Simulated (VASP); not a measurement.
# PbSe (Pm-3m) in VASP: a series of runs

Aim: see how the results for PbSe move with the level of theory and the settings. Levels: PBE, r2SCAN. Tasks: single point, relaxation of cell and atoms.

Program: VASP 6.6.1. These are calculated values, not measurements. Logs are shortened: lines on timing, memory, paths and dates and some standing lists are left out, and cuts for length are marked.

## Step 1: The cell of the first run

It takes space group Pm-3m (No. 221, cubic). Conventional cell: a = 3.780 Å, b = 3.780 Å, c = 3.780 Å, α = 90.00°, β = 90.00°, γ = 90.00°. Pb (site symmetry m-3m) has 8 Se at 3.27 Å and 6 Pb at 3.78 Å within 4.3 Å. Within 4.3 Å of Se (site symmetry m-3m) lie 8 Pb at 3.27 Å and 6 Se at 3.78 Å.

## Step 2: Single point, PBE

Contents of INCAR:

```
PREC = Accurate ; ENCUT = 520
EDIFF = 1E-6 ; ISMEAR = -1
SIGMA = 0.02 ; LREAL = F
LASPH = T ; NELM = 100
ALGO = Normal ; ISIF = 2
LWAVE = F ; LCHARG = F
GGA = PE ; NBANDS = 17
```

Contents of KPOINTS:

```
regular mesh
0
Gamma
  6 6 6
```

Contents of POSCAR:

```
PbSe
1.0
    3.7803923237      0.0000000000      0.0000000000
    0.0000000000      3.7803923237      0.0000000000
    0.0000000000      0.0000000000      3.7803923237
Pb Se
1 1
Direct
    0.0000000000      0.0000000000      0.0000000000
    0.5000000000      0.5000000000      0.5000000000
```

Potentials or basis: VASP PAW PBE potentials, release 64 (Pb_d, Se).

Launch:

```console
$ cat potpaw_PBE.64/Pb_d/POTCAR potpaw_PBE.64/Se/POTCAR > POTCAR
$ mpirun -np 1 vasp_std > vasp.out
```

OUTCAR:

```text
PREC = Accurate
   ENCUT = 520
   EDIFF = 1E-6
   ISMEAR = -1
   LREAL = F
   LASPH = T
   NELM = 100
   ISIF = 2
   GGA = PE

 ion  position               nearest neighbor table
   1  0.000  0.000  0.000-   2 3.27   2 3.27   2 3.27   2 3.27   2 3.27   2 3.27   2 3.27   2 3.27

   2  0.500  0.500  0.500-   1 3.27   1 3.27   1 3.27   1 3.27   1 3.27   1 3.27   1 3.27   1 3.27

  LATTYP: Found a simple cubic cell.
 ALAT       =     3.7803923237

  Lattice vectors:

 A1 = (   3.7803923237,   0.0000000000,   0.0000000000)
 A2 = (   0.0000000000,   3.7803923237,   0.0000000000)
 A3 = (   0.0000000000,   0.0000000000,   3.7803923237)

Analysis of symmetry for initial positions (statically):
=====================================================================
 Subroutine PRICEL returns:
 Original cell was already a primitive cell.

 Routine SETGRP: Setting up the symmetry group for a
 simple cubic supercell.

 Subroutine GETGRP returns: Found 48 space group operations
 (whereof 48 operations were pure point group operations)
 out of a pool of 48 trial point group operations.

The static configuration has the point symmetry O_h .

Analysis of symmetry for dynamics (positions and initial velocities):
=====================================================================
 Subroutine PRICEL returns:
 Original cell was already a primitive cell.

 Routine SETGRP: Setting up the symmetry group for a
 simple cubic supercell.

 Subroutine GETGRP returns: Found 48 space group operations
 (whereof 48 operations were pure point group operations)
 out of a pool of 48 trial point group operations.

The dynamic configuration has the point symmetry O_h .

 Subroutine INISYM returns: Found 48 space group operations
 (whereof 48 operations are pure point group operations),
 and found     1 'primitive' translations

----------------------------------------------------------------------------------------

                                     Primitive cell

  volume of cell :      54.0270

  direct lattice vectors                    reciprocal lattice vectors
     3.780392324  0.000000000  0.000000000     0.264522810  0.000000000  0.000000000
     0.000000000  3.780392324  0.000000000     0.000000000  0.264522810  0.000000000
     0.000000000  0.000000000  3.780392324     0.000000000  0.000000000  0.264522810

  length of vectors
     3.780392324  3.780392324  3.780392324     0.264522810  0.264522810  0.264522810

  position of ions in fractional coordinates (direct lattice)
     0.000000000  0.000000000  0.000000000
     0.500000000  0.500000000  0.500000000

  ion indices of the primitive-cell ions
   primitive index   ion index
                 1           1
                 2           2

----------------------------------------------------------------------------------------

 KPOINTS: regular mesh

Automatic generation of k-mesh.
 Grid dimensions read from file:
 generate k-points for:    6    6    6

 Generating k-lattice:

  Cartesian coordinates                     Fractional coordinates (reciprocal lattice)
     0.044087135  0.000000000  0.000000000     0.166666667  0.000000000  0.000000000
     0.000000000  0.044087135  0.000000000     0.000000000  0.166666667  0.000000000
     0.000000000  0.000000000  0.044087135     0.000000000  0.000000000  0.166666667

  Length of vectors
     0.044087135  0.044087135  0.044087135

  Shift w.r.t. Gamma in fractional coordinates (k-lattice)
     0.000000000  0.000000000  0.000000000

 Subroutine IBZKPT returns following result:
 ===========================================

 Found     20 irreducible k-points:

 Following reciprocal coordinates:
            Coordinates               Weight
  0.000000  0.000000  0.000000      1.000000
  0.166667  0.000000  0.000000      6.000000
  0.333333  0.000000  0.000000      6.000000
  0.500000  0.000000  0.000000      3.000000
  0.166667  0.166667  0.000000     12.000000
  0.333333  0.166667  0.000000     24.000000
[... 12 lines left out ...]
  0.500000  0.500000  0.333333      6.000000
  0.500000  0.500000  0.500000      1.000000
   k-points           NKPTS =     20   k-points in BZ     NKDIM =     20   number of bands    NBANDS=     17
   number of dos      NEDOS =    301   number of ions     NIONS =      2
   total plane-waves  NPLWV =  21952
   dimension x,y,z NGX =    28 NGY =   28 NGZ =   28
   dimension x,y,z NGXF=    56 NGYF=   56 NGZF=   56
   ions per type =               1   1
   NGX,Y,Z   is equivalent  to a cutoff of  12.31, 12.31, 12.31 a.u.
   NGXF,Y,Z  is equivalent  to a cutoff of  24.63, 24.63, 24.63 a.u.
 SYSTEM =  unknown system
   PREC   = accura    normal or accurate (medium, high low for compatibility)
   ISTART =      0    job   : 0-new  1-cont  2-samecut
   ICHARG =      2    charge: 1-file 2-atom 10-const
   ISPIN  =      1    spin polarized calculation?
   LNONCOLLINEAR =      F non collinear calculations
   LSORBIT =      F    spin-orbit coupling
   LASPH  =      T    aspherical Exc in radial PAW
   ENCUT  =  520.0 eV  38.22 Ry    6.18 a.u.   7.03  7.03  7.03*2*pi/ulx,y,z
   NELM   =    100;   NELMIN=  2; NELMDL= -5     # of ELM steps
   EDIFF  = 0.1E-05   stopping-criterion for ELM
   LREAL  =      F    real-space projection
   EDIFFG = 0.1E-04   stopping-criterion for IOM
   NSW    =      0    number of steps for IOM
   IBRION =     -1    ionic relax: 0-MD 1-quasi-New 2-CG
   NFREE  =      0    steps in history (QN), initial steepest desc. (CG)
   ISIF   =      2    stress and relaxation
   ISYM   =      2    0-nonsym 1-usesym 2-fastsym
   POTIM  = 0.5000    time-step for ionic-motion
   TEBEG  =    0.0;   TEEND  =   0.0 temperature during run
   PSTRESS=    0.0 pullay stress
   NELECT =      20.0000    total number of electrons
   NUPDOWN=      -1.0000    fix difference up-down
   EMIN   =  10.00;   EMAX   =-10.00  energy-range for DOS
   EFERMI =   0.00;   METHOD = LEGACY
   ISMEAR =    -1;   SIGMA  =   0.02  broadening in eV -4-tet -1-fermi 0-gaus
   EFERMI_NEDOS =   21; number of points for ismear=-14 and -15
   IALGO  =     38    algorithm
   IMIX   =      4    mixing-type and parameters
     AMIX     =   0.40;   BMIX     =  1.00
     AMIX_MAG =   1.60;   BMIX_MAG =  1.00
  volume/ion in A,a.u.               =      27.01       182.30
  Fermi-wavevector in a.u.,A,eV,Ry     =   1.175478  2.221332 18.799840  1.381749
  Thomas-Fermi vector in A             =   2.311858
   LORBIT       =      0    0 simple, 1 ext, 2 COOP (PROOUT), +10 PAW based schemes
   GGA     = PE    functional components
   LHFCALC =     F    Hartree Fock is set to
   AEXX    =    0.0000 exact exchange contribution
   IVDW    =     0    specifies the selected vdW correction
   LEPSILON=     F    determine dielectric tensor
   LRPA    =     F    only Hartree local field effects (RPA)
 non-spin polarized calculation
  energy-cutoff  :      520.00
  volume of cell :       54.03
 maximum number of plane-waves:      1472
   NGX = 15   NGY = 15   NGZ = 15

 number of electron      20.0000009 magnetization

 Free energy of the ion-electron system (eV)
  ---------------------------------------------------
  ext. energy  EPLUGINS =         0.00000000
  ---------------------------------------------------
  free energy    TOTEN  =        -7.70845635 eV

  energy without entropy =       -7.70645018  energy(sigma->0) =       -7.70745327

 E-fermi :   5.4320     XC(G=0):  -9.9678

 val. band max:        5.3720278797   @ k =   0.5000   0.5000   0.0000
 cond. band min:       5.4413821774   @ k =   0.5000   0.3333   0.3333
 fundamental gap:      0.0693542977
 Fermi energy:         5.4319976931

 k-point     1 :       0.0000    0.0000    0.0000
  band No.  band energies     occupation
      1     -11.5833      2.00000
      2     -11.5833      2.00000
      3     -11.4323      2.00000
      4     -11.4323      2.00000
      5     -11.4323      2.00000
      6      -7.8418      2.00000
[... 9 lines left out ...]
     16      16.6580      0.00000
     17      18.1868      0.00000

 k-point     2 :       0.1667    0.0000    0.0000
  band No.  band energies     occupation
      1     -11.5816      2.00000
      2     -11.5543      2.00000
      3     -11.4430      2.00000
      4     -11.4430      2.00000
      5     -11.4313      2.00000
      6      -7.6407      2.00000
[... 9 lines left out ...]
     16      16.9537      0.00000
     17      17.5477      0.00000

 k-point     3 :       0.3333    0.0000    0.0000
  band No.  band energies     occupation
      1     -11.5782      2.00000
      2     -11.4965      2.00000
      3     -11.4643      2.00000
      4     -11.4643      2.00000
      5     -11.4294      2.00000
      6      -7.1331      2.00000
[... 9 lines left out ...]
     16      15.3257      0.00000
     17      18.0258      0.00000

 k-point     4 :       0.5000    0.0000    0.0000
  band No.  band energies     occupation
      1     -11.5766      2.00000
      2     -11.4749      2.00000
      3     -11.4749      2.00000
      4     -11.4678      2.00000
      5     -11.4285      2.00000
      6      -6.7812      2.00000
[... 9 lines left out ...]
     16      18.3643      0.00000
     17      18.6341      0.00000

 k-point     5 :       0.1667    0.1667    0.0000
  band No.  band energies     occupation
      1     -11.5666      2.00000
      2     -11.5382      2.00000
      3     -11.4570      2.00000
      4     -11.4427      2.00000
      5     -11.4408      2.00000
      6      -7.4449      2.00000
[... 9 lines left out ...]
     16      15.6171      0.00000
     17      16.2924      0.00000

 k-point     6 :       0.3333    0.1667    0.0000
  band No.  band energies     occupation
      1     -11.5587      2.00000
      2     -11.4846      2.00000
      3     -11.4838      2.00000
      4     -11.4625      2.00000
      5     -11.4392      2.00000
      6      -6.9604      2.00000
[... 9 lines left out ...]
     16      15.8323      0.00000
     17      16.0807      0.00000

 k-point     7 :       0.5000    0.1667    0.0000
  band No.  band energies     occupation
      1     -11.5565      2.00000
      2     -11.4979      2.00000
      3     -11.4728      2.00000
      4     -11.4553      2.00000
      5     -11.4381      2.00000
      6      -6.6362      2.00000
[... 9 lines left out ...]
     16      16.5839      0.00000
     17      16.9753      0.00000

 k-point     8 :       0.3333    0.3333    0.0000
  band No.  band energies     occupation
      1     -11.5352      2.00000
      2     -11.5232      2.00000
      3     -11.4598      2.00000
      4     -11.4580      2.00000
      5     -11.4435      2.00000
      6      -6.5592      2.00000
[... 9 lines left out ...]
     16      14.9587      0.00000
     17      16.8366      0.00000
[... 123 lines left out ...]
      1     -11.5349      2.00000
      2     -11.4976      2.00000
      3     -11.4843      2.00000
      4     -11.4703      2.00000
      5     -11.4163      2.00000
      6      -6.2352      2.00000
[... 9 lines left out ...]
     16      15.6722      0.00000
     17      18.0914      0.00000

 k-point    16 :       0.5000    0.5000    0.1667
  band No.  band energies     occupation
      1     -11.5537      2.00000
      2     -11.4881      2.00000
      3     -11.4809      2.00000
      4     -11.4809      2.00000
      5     -11.3932      2.00000
      6      -6.0831      2.00000
[... 9 lines left out ...]
     16      16.0026      0.00000
     17      16.8107      0.00000

 k-point    17 :       0.3333    0.3333    0.3333
  band No.  band energies     occupation
      1     -11.5133      2.00000
      2     -11.4981      2.00000
      3     -11.4981      2.00000
      4     -11.4404      2.00000
      5     -11.4404      2.00000
      6      -6.1970      2.00000
[... 9 lines left out ...]
     16      16.3899      0.00000
     17      20.0010      0.00000

 k-point    18 :       0.5000    0.3333    0.3333
  band No.  band energies     occupation
      1     -11.5240      2.00000
      2     -11.5112      2.00000
      3     -11.4965      2.00000
      4     -11.4395      2.00000
      5     -11.4089      2.00000
      6      -6.0597      2.00000
[... 9 lines left out ...]
     16      17.1567      0.00000
     17      20.5395      0.00000

 k-point    19 :       0.5000    0.5000    0.3333
  band No.  band energies     occupation
      1     -11.5336      2.00000
      2     -11.5094      2.00000
      3     -11.5094      2.00000
      4     -11.4237      2.00000
      5     -11.3920      2.00000
      6      -5.9651      2.00000
[... 9 lines left out ...]
     16      18.1748      0.00000
     17      20.9610      0.00000

 k-point    20 :       0.5000    0.5000    0.5000
  band No.  band energies     occupation
      1     -11.5236      2.00000
      2     -11.5236      2.00000
      3     -11.5236      2.00000
      4     -11.3914      2.00000
      5     -11.3914      2.00000
      6      -5.9019      2.00000
[... 9 lines left out ...]
     16      19.1833      0.00000
     17      22.6676      0.00000

------------------------ aborting loop because EDIFF is reached ----------------------------------------

  FORCE on cell =-STRESS in cart. coord.  units (eV):
  Direction    XX          YY          ZZ          XY          YZ          ZX
  --------------------------------------------------------------------------------------
  -------------------------------------------------------------------------------------
  Total       -0.0015358     -0.0015358     -0.0015358      0.0000000     -0.0000000      0.0000000
  in kB       -0.0455445     -0.0455445     -0.0455445      0.0000000     -0.0000000      0.0000000
  external PRESSURE =      -0.0455445 kB  Pullay stress =       0.0000000 kB

 VOLUME and BASIS-vectors are now :
 -----------------------------------------------------------------------------
  energy-cutoff  :      520.00
  volume of cell :       54.03
      direct lattice vectors                 reciprocal lattice vectors
     3.780392324  0.000000000  0.000000000     0.264522810  0.000000000  0.000000000
     0.000000000  3.780392324  0.000000000     0.000000000  0.264522810  0.000000000
     0.000000000  0.000000000  3.780392324     0.000000000  0.000000000  0.264522810

 POSITION                                       TOTAL-FORCE (eV/Angst)
 -----------------------------------------------------------------------------------
      0.00000      0.00000      0.00000         0.000000      0.000000      0.000000
      1.89020      1.89020      1.89020         0.000000      0.000000      0.000000
 -----------------------------------------------------------------------------------
    total drift:                               -0.000000      0.000000      0.000000

  FREE ENERGIE OF THE ION-ELECTRON SYSTEM (eV)
  ---------------------------------------------------
  free  energy   TOTEN  =        -7.7084563516 eV

  energy  without entropy=       -7.7064501785  energy(sigma->0) =       -7.70745327
```

It took 14 s on 1 thread of Intel Xeon 6975P-C, shared host; peak memory 0.16 GiB.

Results:

| Quantity | Value |
| --- | --- |
| Free energy | -7.7085 eV |
| Pressure | 0.0 GPa |
| Band gap on the k mesh | zero (band 10 reaches 5.50 eV, above the bottom of band 11 at 4.77 eV) |

Caveat: spin-orbit coupling is left out, which moves the levels of the heavy elements.

## Step 3: Single point, r2SCAN

This run uses another cell than the first one, of 26.75 Å³/atom, 0.990 times its volume.

Contents of POSCAR:

```
PbSe
1.0
    3.7681577394      0.0000000000      0.0000000000
    0.0000000000      3.7681577394      0.0000000000
    0.0000000000      0.0000000000      3.7681577394
Pb Se
1 1
Direct
    0.0000000000      0.0000000000      0.0000000000
    0.5000000000      0.5000000000      0.5000000000
```

Contents of INCAR.step1:

```
SYSTEM = PbSe
PREC     = Accurate       ! precision mode
ENCUT    = 520            ! plane-wave cutoff, eV
ISMEAR   = -1             ! smearing method
SIGMA    = 0.02           ! smearing width, eV
LREAL    = .False.        ! projectors in reciprocal space
LASPH    = .True.         ! aspherical terms in the spheres
NELM     = 80             ! most SCF steps
NBANDS   = 17             ! bands
GGA      = PE             ! functional
ALGO     = Normal         ! electronic algorithm
EDIFF    = 1E-4           ! SCF threshold, eV
LWAVE    = .True.         ! write WAVECAR
LCHARG   = .False.        ! write CHGCAR
```

Contents of INCAR.step2:

```
SYSTEM = PbSe
PREC     = Accurate       ! precision mode
ENCUT    = 520            ! plane-wave cutoff, eV
EDIFF    = 1E-7           ! SCF threshold, eV
ISMEAR   = -1             ! smearing method
SIGMA    = 0.02           ! smearing width, eV
LREAL    = .False.        ! projectors in reciprocal space
LASPH    = .True.         ! aspherical terms in the spheres
NELM     = 80             ! most SCF steps
ALGO     = Normal         ! electronic algorithm
ISIF     = 2              ! what is computed and relaxed
LWAVE    = .False.        ! write WAVECAR
LCHARG   = .False.        ! write CHGCAR
METAGGA  = R2SCAN         ! meta-GGA
LMIXTAU  = .True.       
NBANDS   = 17             ! bands
ISTART   = 1
```

Contents of KPOINTS:

```
regular mesh
0
Gamma
  6 6 6
  0 0 0
```

Potentials or basis: VASP PAW PBE potentials, release 64 (Pb_d, Se).

Launch:

```console
$ cat potpaw_PBE.64/Pb_d/POTCAR potpaw_PBE.64/Se/POTCAR > POTCAR
$ cp INCAR.step1 INCAR
$ mpirun -np 1 vasp_std > vasp.out
$ cp INCAR.step2 INCAR
$ mpirun -np 1 vasp_std > vasp.out
```

Wall time 57 s (1 thread of Intel Xeon 6975P-C, shared host); peak memory 0.17 GiB.

The run converged. Its results:

```yaml
Free_energy: -71.4079 eV
Pressure: 0.0 GPa
Band_gap_on_the_k_mesh: zero (band 10 reaches 5.45 eV, above the bottom of band 11 at 4.88 eV)
```

Levels at points of the mesh, in eV from the Fermi level:
```csv
k point,band 8,band 9,band 10,band 11,band 12,band 13
"(0.00, 0.00, 0.00)",-1.72,-1.72,-1.72,5.52,5.52,6.37
"(0.50, 0.00, 0.00)",-0.44,-0.44,-0.38,0.32,3.52,3.52
"(0.50, 0.50, 0.00)",-4.63,-4.63,-0.17,4.37,4.37,5.17
"(0.50, 0.50, 0.50)",-2.57,-2.57,-2.57,-0.57,-0.57,-0.57
```

Caveat: the PAW data sets were made with another functional, which shifts forces and pressure a little; spin-orbit coupling is left out, which moves the levels of the heavy elements.

[end of part 1 of 2]
